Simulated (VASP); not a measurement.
A run of VASP 6.6.1 is set up as follows.

INCAR

```
  ALGO = Normal
  EDIFF = 1E-7
  ENCUT = 520
  GGA = PE
  ISIF = 2
  ISMEAR = 0
  LASPH = T
  LCHARG = F
  LREAL = F
  LWAVE = F
  NBANDS = 34
  NELM = 80
  PREC = Accurate
  SIGMA = 0.1
```

File KPOINTS:

```
k-points
0
Gamma
  6 6 4
```

POSCAR

```
InGe2O2
1.0
    3.6229035300      0.0000000000      0.0000000000
   -1.8114517650      3.1375264924      0.0000000000
    0.0000000000      0.0000000000      8.4675221183
In Ge O
1 2 2
Direct
    0.0000000000      0.0000000000      0.0000000000
    0.6666666667      0.3333333333      0.3490709369
    0.3333333333      0.6666666667      0.6509290631
    0.6666666667      0.3333333333      0.5830275726
    0.3333333333      0.6666666667      0.4169724274
```

Potentials or basis: VASP PAW PBE potentials, release 64 (In_d, Ge_d, O).

Run with:

```sh
$ cat potpaw_PBE.64/In_d/POTCAR potpaw_PBE.64/Ge_d/POTCAR potpaw_PBE.64/O/POTCAR > POTCAR
$ mpirun -np 1 vasp_std > vasp.out
```

**Question.** What does it give for the pressure?

**Answer.** 0.2 GPa.

**Question.** Estimate the largest force.

**Answer.** 0.057 eV/Å.

Forces in eV/Å, atoms in the order of the input:
```
In   0.000  0.000  0.000
Ge   0.000  0.000 -0.057
Ge   0.000  0.000  0.057
O    0.000  0.000  0.003
O    0.000  0.000 -0.003
```

Caveat: an odd number of electrons without spin polarisation forces a metal; a magnetic or distorted state may lie lower.
